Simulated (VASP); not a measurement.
# TiCo: single point with PBE

TiCo:

```
Ti Co
1.0
     3.04414    0.00000    0.00000
     0.00000    3.04414    0.00000
     0.00000    0.00000    3.04414
Ti Co
1 1
Direct
  0.00000 0.00000 0.00000
  0.50000 0.50000 0.50000
```

```yaml
Program: VASP 6.6.1
Task: single point
Functional: PBE
Potentials_or_basis: VASP PAW PBE potentials, release 64 (Ti_sv, Co)
Cutoff: 520 eV
k_mesh: 14 × 14 × 14
Occupations: gaussian, width 0.1 eV
Spin: collinear spin, ferromagnetic start
Starting_moments: "[0.0, 1.09] μB"
Dipole_correction: no
Further_INCAR_settings: ALGO = Normal; EDIFF = 1e-06; NBANDS = 22
```

```
Pressure                                              : -8.7 GPa
Net moment                                            : 0.91 μB per cell
Site moments                                          : Ti -0.08; Co +1.06 μB
Valence electrons inside the program's atomic spheres : Ti 10.21; Co 8.20
```

Levels at points of the mesh, in eV from the Fermi level:
Spin up:
```
           k point  band 8  band 9  band 10  band 11  band 12  band 13  band 14  band 15
(0.00, 0.00, 0.00)   -1.80   -1.80    -1.80     0.45     0.45     2.51     2.51     2.51
(0.50, 0.00, 0.00)   -1.92   -1.92    -1.49    -0.73    -0.54     0.68     0.68     2.13
(0.50, 0.50, 0.00)   -2.57   -1.56    -0.83     0.60     0.60     1.05     2.28     2.28
(0.50, 0.50, 0.50)   -1.88   -1.88    -1.88    -1.53    -1.53     3.02     3.02     6.47
```
Spin down:
| k point | band 7 | band 8 | band 9 | band 10 | band 11 | band 12 | band 13 | band 14 |
| --- | --- | --- | --- | --- | --- | --- | --- | --- |
| (0.00, 0.00, 0.00) | -3.17 | -1.18 | -1.18 | -1.18 | 1.03 | 1.03 | 2.58 | 2.58 |
| (0.50, 0.00, 0.00) | -1.58 | -1.25 | -1.25 | -0.77 | -0.71 | 0.63 | 0.65 | 0.65 |
| (0.50, 0.50, 0.00) | -2.07 | -2.07 | 0.13 | 0.37 | 0.54 | 0.54 | 1.20 | 2.46 |
| (0.50, 0.50, 0.50) | -2.13 | -1.91 | -1.91 | -1.91 | 0.16 | 0.16 | 2.90 | 2.90 |

Run time: 2.3 min on 1 thread of Intel Xeon 8259CL, on a shared host, peak memory 0.23 GiB.

Caveat: the cell stands under tension.
